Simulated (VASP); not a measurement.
# Be (P6_3/mmc) in VASP: further runs

Be is run at these levels: PBEsol; tasks: single point, relaxation of cell and atoms.

All numbers are computed with VASP 6.6.1; they aren't measurements. Logs are shortened: lines on timing, memory, paths and dates and some standing lists are left out, and cuts for length are marked.

## (1) The cell of the first run

Symmetry: P6_3/mmc, No. 194, hexagonal system. The conventional cell has a = 2.260 Å, b = 2.260 Å, c = 3.545 Å, α = 90.00°, β = 90.00°, γ = 120.00°. Be (site symmetry -6m2) has 12 Be at 2.20 to 2.26 Å within 2.9 Å.

## (2) Single point, PBEsol

File INCAR:

```
ALGO     = Normal         # electronic algorithm
EDIFF    = 1E-7           # SCF threshold, eV
ENCUT    = 520            # plane-wave cutoff, eV
GGA      = PS             # functional
ISIF     = 2              # what is computed and relaxed
ISMEAR   = 0              # smearing method
LASPH    = T              # aspherical terms in the spheres
LCHARG   = F              # write CHGCAR
LREAL    = F              # projectors in reciprocal space
LWAVE    = F              # write WAVECAR
NBANDS   = 9              # bands
NELM     = 100            # most SCF steps
PREC     = Accurate       # precision mode
SIGMA    = 0.05           # smearing width, eV
```

File KPOINTS:

```
k-points
0
Gamma
  20 20 12
```

File POSCAR:

```
Be
1.0
    2.2595209014      0.0000000000      0.0000000000
   -1.1297604507      1.9568025010      0.0000000000
    0.0000000000      0.0000000000      3.5451006639
Be
2
Direct
    0.3333333333      0.6666666667      0.7500000000
    0.6666666667      0.3333333333      0.2500000000
```

Potentials or basis: VASP PAW PBE potentials, release 64 (Be).

The run is started by

```bash
$ cat potpaw_PBE.64/Be/POTCAR > POTCAR
$ mpirun -np 1 vasp_std > vasp.out
```

OUTCAR:

```text
EDIFF = 1E-7
   ENCUT = 520
   GGA = PS
   ISIF = 2
   ISMEAR = 0
   LASPH = T
   LREAL = F
   NELM = 100
   PREC = Accurate

 ion  position               nearest neighbor table
   1  0.333  0.667  0.750-   2 2.20   2 2.20   2 2.20   2 2.20   2 2.20   2 2.20
   2  0.667  0.333  0.250-   1 2.20   1 2.20   1 2.20   1 2.20   1 2.20   1 2.20

  LATTYP: Found a hexagonal cell.
 ALAT       =     2.2595209014
 C/A-ratio  =     1.5689612173

  Lattice vectors:

 A1 = (   2.2595209014,   0.0000000000,   0.0000000000)
 A2 = (  -1.1297604507,   1.9568025010,   0.0000000000)
 A3 = (   0.0000000000,   0.0000000000,   3.5451006639)

Analysis of symmetry for initial positions (statically):
=====================================================================
 Subroutine PRICEL returns:
 Original cell was already a primitive cell.

 Routine SETGRP: Setting up the symmetry group for a
 hexagonal supercell.

 Subroutine GETGRP returns: Found 24 space group operations
 (whereof 12 operations were pure point group operations)
 out of a pool of 24 trial point group operations.

The static configuration has the point symmetry D_3d.
 The point group associated with its full space group is D_6h.

Analysis of symmetry for dynamics (positions and initial velocities):
=====================================================================
 Subroutine PRICEL returns:
 Original cell was already a primitive cell.

 Routine SETGRP: Setting up the symmetry group for a
 hexagonal supercell.

 Subroutine GETGRP returns: Found 24 space group operations
 (whereof 12 operations were pure point group operations)
 out of a pool of 24 trial point group operations.

The dynamic configuration has the point symmetry D_3d.
 The point group associated with its full space group is D_6h.

 Subroutine INISYM returns: Found 24 space group operations
 (whereof 12 operations are pure point group operations),
 and found     1 'primitive' translations

----------------------------------------------------------------------------------------

                                     Primitive cell

  volume of cell :      15.6744

  direct lattice vectors                    reciprocal lattice vectors
     2.259520901  0.000000000  0.000000000     0.442571697  0.255518888  0.000000000
    -1.129760451  1.956802501  0.000000000     0.000000000  0.511037777  0.000000000
[... 90 lines left out ...]
   NFREE  =      0    steps in history (QN), initial steepest desc. (CG)
   ISIF   =      2    stress and relaxation
   ISYM   =      2    0-nonsym 1-usesym 2-fastsym
   POTIM  = 0.5000    time-step for ionic-motion
   TEBEG  =    0.0;   TEEND  =   0.0 temperature during run
   PSTRESS=    0.0 pullay stress
   NELECT =       4.0000    total number of electrons
   NUPDOWN=      -1.0000    fix difference up-down
   EMIN   =  10.00;   EMAX   =-10.00  energy-range for DOS
   EFERMI =   0.00;   METHOD = LEGACY
   ISMEAR =     0;   SIGMA  =   0.05  broadening in eV -4-tet -1-fermi 0-gaus
   EFERMI_NEDOS =   21; number of points for ismear=-14 and -15
   IALGO  =     38    algorithm
   IMIX   =      4    mixing-type and parameters
     AMIX     =   0.40;   BMIX     =  1.00
     AMIX_MAG =   1.60;   BMIX_MAG =  1.00
  volume/ion in A,a.u.               =       7.84        52.89
  Fermi-wavevector in a.u.,A,eV,Ry     =   1.038399  1.962289 14.670783  1.078272
  Thomas-Fermi vector in A             =   2.172881
   LORBIT       =      0    0 simple, 1 ext, 2 COOP (PROOUT), +10 PAW based schemes
   GGA     = PS    functional components
   LHFCALC =     F    Hartree Fock is set to
   AEXX    =    0.0000 exact exchange contribution
   IVDW    =     0    specifies the selected vdW correction
   LEPSILON=     F    determine dielectric tensor
   LRPA    =     F    only Hartree local field effects (RPA)
 non-spin polarized calculation
 Gauss-broadening in eV      SIGMA  =   0.05
  energy-cutoff  :      520.00
  volume of cell :       15.67
 maximum number of plane-waves:       446
 NGX is ok and might be reduce to    18
   NGX =  9   NGY =  9   NGZ = 13

 number of electron       4.0000000 magnetization

 Free energy of the ion-electron system (eV)
  ---------------------------------------------------
  ext. energy  EPLUGINS =         0.00000000
  ---------------------------------------------------
  free energy    TOTEN  =        -7.99602853 eV

  energy without entropy =       -7.99571104  energy(sigma->0) =       -7.99586978

 E-fermi :   6.9867     XC(G=0): -10.6367

 val. band max:        6.9790713068   @ k =   0.3500   0.3000   0.4167
 cond. band min:       6.9918752703   @ k =   0.3000   0.2000   0.0000
 fundamental gap:      0.0128039635
 Fermi energy:         6.9866830860

 k-point     1 :       0.0000    0.0000    0.0000
  band No.  band energies     occupation
      1      -4.3043      2.00000
      2       2.6297      2.00000
      3       8.3057      0.00000
      4      23.1172      0.00000
      5      23.1172      0.00000
      6      26.0003      0.00000
      7      26.0003      0.00000
      8      28.2452      0.00000
      9      34.2823      0.00000
[... 265 lines left out ...]
 k-point    24 :       0.2500    0.1000    0.0000
  band No.  band energies     occupation
      1      -1.4999      2.00000
      2       6.2825      2.00000
      3       8.2555      0.00000
      4      13.4468      0.00000
      5      16.4898      0.00000
      6      20.9100      0.00000
      7      22.5721      0.00000
      8      24.5739      0.00000
      9      28.2167      0.00000

 [... further k-points ...]

------------------------ aborting loop because EDIFF is reached ----------------------------------------

  FORCE on cell =-STRESS in cart. coord.  units (eV):
  Direction    XX          YY          ZZ          XY          YZ          ZX
  --------------------------------------------------------------------------------------
  -------------------------------------------------------------------------------------
  Total        0.0427500      0.0427500      0.0485845      0.0000000      0.0000000      0.0000000
  in kB        4.3697314      4.3697314      4.9661056      0.0000000      0.0000000      0.0000000
  external PRESSURE =       4.5685228 kB  Pullay stress =       0.0000000 kB

 VOLUME and BASIS-vectors are now :
 -----------------------------------------------------------------------------
  energy-cutoff  :      520.00
  volume of cell :       15.67
      direct lattice vectors                 reciprocal lattice vectors
     2.259520901  0.000000000  0.000000000     0.442571697  0.255518888  0.000000000
    -1.129760451  1.956802501  0.000000000     0.000000000  0.511037777  0.000000000
     0.000000000  0.000000000  3.545100664     0.000000000  0.000000000  0.282079437

 POSITION                                       TOTAL-FORCE (eV/Angst)
 -----------------------------------------------------------------------------------
     -0.00000      1.30454      2.65883         0.000000      0.000000      0.000000
      1.12976      0.65227      0.88628        -0.000000     -0.000000      0.000000
 -----------------------------------------------------------------------------------
    total drift:                                0.000000     -0.000000      0.000000

  FREE ENERGIE OF THE ION-ELECTRON SYSTEM (eV)
  ---------------------------------------------------
  free  energy   TOTEN  =        -7.9960285283 eV

  energy  without entropy=       -7.9957110384  energy(sigma->0) =       -7.99586978
```

OSZICAR:

```text
N       E                     dE             d eps       ncg     rms          rms(c)
DAV:   1    -0.315263232048E+01   -0.31526E+01   -0.17687E+03  5568   0.363E+02
DAV:   2    -0.797605360353E+01   -0.48234E+01   -0.47095E+01  8506   0.550E+01
DAV:   3    -0.802930921072E+01   -0.53256E-01   -0.53042E-01  6353   0.387E+00
DAV:   4    -0.802938282151E+01   -0.73611E-04   -0.73607E-04  6929   0.152E-01
DAV:   5    -0.802938286040E+01   -0.38893E-07   -0.39222E-07  6293   0.333E-03    0.126E+00
DAV:   6    -0.800585617346E+01    0.23527E-01   -0.25775E-03  5920   0.499E-01    0.763E-01
DAV:   7    -0.799602949152E+01    0.98267E-02   -0.35889E-03  5825   0.514E-01    0.153E-02
DAV:   8    -0.799602791094E+01    0.15806E-05   -0.14672E-05  6261   0.267E-02    0.641E-03
DAV:   9    -0.799602850595E+01   -0.59501E-06   -0.42204E-07  6186   0.420E-03    0.526E-04
DAV:  10    -0.799602852828E+01   -0.22331E-07   -0.42227E-10  4218   0.153E-04
   1 F= -.79960285E+01 E0= -.79958698E+01  d E =-.317490E-03
```

stdout:

```text
POSCAR found type information on POSCAR Be
 POSCAR found :  1 types and       2 ions
 scaLAPACK will be used
 -----------------------------------------------------------------------------
|                                                                             |
|                                                                             |
|     You enforced a specific xc type in the INCAR file but a different       |
|     I HOPE YOU KNOW WHAT YOU ARE DOING!                                     |
|                                                                             |
 -----------------------------------------------------------------------------

 LDA part: xc-table for (Slater+PW92), standard interpolation
 POSCAR, INCAR and KPOINTS ok, starting setup
 FFT: planning ... GRIDC
 FFT: planning ... GRID_SOFT
 FFT: planning ... GRID
 WAVECAR not read
 entering main loop
```

Run time: 23 s. Hardware: 1 thread of Intel Xeon 6975P-C, shared host; peak memory 0.15 GiB.

What came out:

| Property | Result |
| --- | --- |
| Free energy | -7.9960 eV |
| Pressure | 0.5 GPa |
| Band gap on the k mesh | zero (band 2 reaches 8.08 eV, above the bottom of band 3 at 6.64 eV) |

Levels at points of the mesh, in eV from the Fermi level:
```
           k point  band 1  band 2  band 3  band 4  band 5  band 6
(0.00, 0.00, 0.00)  -11.29   -4.36    1.32   16.13   16.13   19.01
(0.50, 0.00, 0.00)   -4.97   -3.05    3.75    6.63    6.95    9.50
(0.00, 0.00, 0.50)   -9.12   -9.12   10.99   10.99   17.81   17.81
(0.50, 0.00, 0.50)   -3.57   -3.57    1.70    1.70   12.15   12.15
```

Caveat: the PAW data sets were made with another functional, which shifts forces and pressure a little.

## (3) Relaxation of cell and atoms, PBEsol

This run uses another cell than the first one, of 8.15 Å³/atom, 1.040 times its volume.

File INCAR:

```
SYSTEM = Be
PREC = Accurate
ENCUT = 600
EDIFF = 1E-6
ISMEAR = 0
SIGMA = 0.05
LREAL = .False.
LASPH = .True.
NELM = 60
ALGO = Normal
ISIF = 3
LWAVE = .False.
LCHARG = .False.
GGA = PS
IBRION = 2
NSW = 80
EDIFFG = -0.01
```

File KPOINTS:

```
regular mesh
0
Gamma
  20 20 12
  0 0 0
```

File POSCAR:

```
Be
1.0
    2.2900000000      0.0000000000      0.0000000000
   -1.1450000000      1.9831981747      0.0000000000
    0.0000000000      0.0000000000      3.5884300000
Be
2
Direct
    0.3333333333      0.6666666667      0.7500000000
    0.6666666667      0.3333333333      0.2500000000
```

Potentials or basis: VASP PAW PBE potentials, release 64 (Be).

The run is started by

```bash
$ cat potpaw_PBE.64/Be/POTCAR > POTCAR
$ mpirun -np 1 vasp_std > vasp.out
```

It took 36 s on 1 thread of Intel Xeon 6975P-C, shared host; peak memory 0.15 GiB.

It converged, with:

```yaml
Free_energy: -7.9962 eV
Relaxed_volume: 7.86 Å³/atom
Relaxed_cell: a = 2.262 Å, b = 2.262 Å, c = 3.548 Å, α = 90.00°, β = 90.00°, γ = 120.00°
Space_group_after_relaxing_to_0.05_Å: P6_3/mmc (No. 194)
Energy_gained_by_relaxing: 3.7 meV/atom
Ionic_steps: 5
Pressure_after_relaxing: 0.1 GPa
Band_gap_on_the_k_mesh: zero (band 2 reaches 8.05 eV, above the bottom of band 3 at 6.62 eV)
```

Stress tensor (GPa, compression positive):
```
0.03 0.00 0.00
0.00 0.03 0.00
0.00 0.00 0.15
```

The path:
```tsv
step	energy change (eV)	largest force (eV/Å)	pressure (GPa)	volume (Å³)
1	0.0000	0.0000	-4.11	16.30
2	-0.0073	0.0000	-0.58	15.81
3	-0.0074	0.0000	-0.02	15.74
4	-0.0074	0.0000	0.07	15.72
5	-0.0075	0.0000	0.07	15.72
```

Final structure:
```xyz
2
Lattice="2.2620 0.0000 0.0000 -1.1310 1.9590 0.0000 0.0000 0.0000 3.5480" Properties=species:S:1:pos:R:3 pbc="T T T"
Be    0.0000    1.3060    2.6610
Be    1.1310    0.6530    0.8870
```

Levels at points of the mesh, in eV from the Fermi level:
```tsv
k point	band 1	band 2	band 3	band 4	band 5	band 6
(0.00, 0.00, 0.00)	-11.28	-4.34	1.31	16.09	16.09	18.96
(0.50, 0.00, 0.00)	-4.96	-3.05	3.74	6.62	6.93	9.47
(0.00, 0.00, 0.50)	-9.10	-9.10	10.97	10.97	17.76	17.76
(0.50, 0.00, 0.50)	-3.57	-3.57	1.69	1.69	12.12	12.12
```

Caveat: the PAW data sets were made with another functional, which shifts forces and pressure a little.
